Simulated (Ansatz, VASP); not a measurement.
# CdGeAs2: VASP beside Ansatz

```
Cd Ge As
1.0
    -2.90040    2.90040    5.48235
     2.90040   -2.90040    5.48235
     2.90040    2.90040   -5.48235
Cd Ge As
2 2 4
Direct
  0.25000 0.75000 0.50000
  0.50000 0.50000 0.00000
  0.00000 0.00000 0.00000
  0.75000 0.25000 0.50000
  0.87500 0.34751 0.97251
  0.65249 0.62500 0.52749
  0.37500 0.90249 0.02749
  0.09751 0.12500 0.47251
```

Change from the starting cell: hydrostatic strain -3.0%.

Alike in both runs: task single point; functional PBE; k mesh 6 × 6 × 6; occupations fermi-dirac, width 0.02 eV; no spin polarisation.

```csv
,VASP,Ansatz
version,VASP 6.6.1,Ansatz 0.2.0
potentials or method,"VASP PAW PBE potentials, release 64 (Cd, Ge_d, As)","plane waves, PAW"
plane-wave cutoff (eV),520,420
valence electrons in the cell,72,128
```

```csv
,VASP,Ansatz,Ansatz less VASP
pressure (GPa),9.6,9.3,-0.32
"traceless stress, the component that is largest in VASP (GPa)",-0.23,-0.23,+0.007
rms of the force components (eV/Å),0.056,0.062,+0.0060
```

Atom by atom the forces differ by 0.006 eV/Å (rms over components). VASP's potentials hold 72 valence electrons a cell and Ansatz's 128, so a difference there can come from the potentials and not from the codes.
